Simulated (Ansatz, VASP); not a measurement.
**AlNi3: VASP beside Ansatz**

```xyz
4
Lattice="3.4754 0.0000 0.0000 0.0000 3.4754 0.0000 0.0000 0.0000 3.4754" Properties=species:S:1:pos:R:3 pbc="T T T"
Ni    1.7377    1.7377    0.0000
Ni    1.7377    0.0000    1.7377
Ni    0.0000    1.7377    1.7377
Al    0.0000    0.0000    0.0000
```

Alike in both runs: task single point; functional r2SCAN; k mesh 8 × 8 × 8; occupations fermi-dirac, width 0.05 eV; collinear spin.

|  | VASP | Ansatz |
| --- | --- | --- |
| version | VASP 6.6.1 | Ansatz 0.2.0 |
| potentials or method | VASP PAW PBE potentials, release 64 (Ni, Al) | Ansatz PAW |
| plane-wave cutoff (eV) | 520 | 500 |
| valence electrons in the cell | 33 | 57 |

|  | VASP | Ansatz | Ansatz less VASP |
| --- | --- | --- | --- |
| gap on the k mesh at the Fermi level (eV) | none | none | - |
| pressure (GPa) | 9.7 | 9.7 | -0.04 |
| net moment per atom (μB) | 0.21 | 0.21 | +0.004 |
| size of the moment on the site where the two differ most (μB) | 0.31 | 0.34 | +0.034 |

VASP's potentials were made for PBE, not for r2SCAN. Site moments also hang on the region over which each program counts them. A gap of «none» marks a metal or a gap that the smearing closes. VASP's potentials hold 33 valence electrons a cell and Ansatz's 57, so a difference there can come from the potentials and not from the codes.

Noted on Ansatz's run: the magnetic or orbital state may not be the lowest.
